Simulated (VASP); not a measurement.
Crystal: HoNb3I.

```
Ho Nb I
1.0
     4.87571    0.00000    0.00000
     0.00000    4.87571    0.00000
     0.00000    0.00000    4.87571
Ho Nb I
1 3 1
Direct
  0.00000 0.00000 0.00000
  0.50000 0.50000 0.00000
  0.50000 0.00000 0.50000
  0.00000 0.50000 0.50000
  0.50000 0.50000 0.50000
```

The cell was generated, and may not be a known phase.

- Program: VASP 6.6.1
- Task: relaxation of cell and atoms
- Functional: PBE
- Potentials or basis: VASP PAW PBE potentials, release 64 (Ho_3, Nb_sv, I), 4f in core
- Cutoff: 500 eV
- k mesh: 4 × 4 × 4
- Occupations: gaussian, width 0.1 eV
- Spin: no spin polarisation

At the start: pressure 13.3 GPa; volume 23.18 Å³/atom.

Task: How do energy, volume and symmetry change on relaxing?

Result: Over 4 steps the energy falls by 97.1 meV/atom and the volume is 25.76 Å³/atom (+11.1 %); space group Pm-3m (No. 221, to 0.1 Å) before and after.

Step by step:
| step | energy change (eV) | largest force (eV/Å) | pressure (GPa) | volume (Å³) |
| --- | --- | --- | --- | --- |
| 1 | 0.0000 | 0.0000 | 13.32 | 115.91 |
| 2 | 0.4432 | 0.0000 | -11.34 | 151.33 |
| 3 | -0.4846 | 0.0000 | -0.43 | 129.30 |
| 4 | -0.4853 | 0.0000 | -0.05 | 128.81 |

Final structure:
```xyz
5
Lattice="5.0503 0.0000 0.0000 0.0000 5.0503 0.0000 0.0000 0.0000 5.0503" Properties=species:S:1:pos:R:3 pbc="T T T"
Ho    0.0000    0.0000    0.0000
Nb    2.5252    2.5252    0.0000
Nb    2.5252    0.0000    2.5252
Nb    0.0000    2.5252    2.5252
I     2.5252    2.5252    2.5252
```

Caveat: an odd number of electrons without spin polarisation forces a metal; a magnetic or distorted state may lie lower; the run has no spin polarisation, though such a crystal can be magnetic.
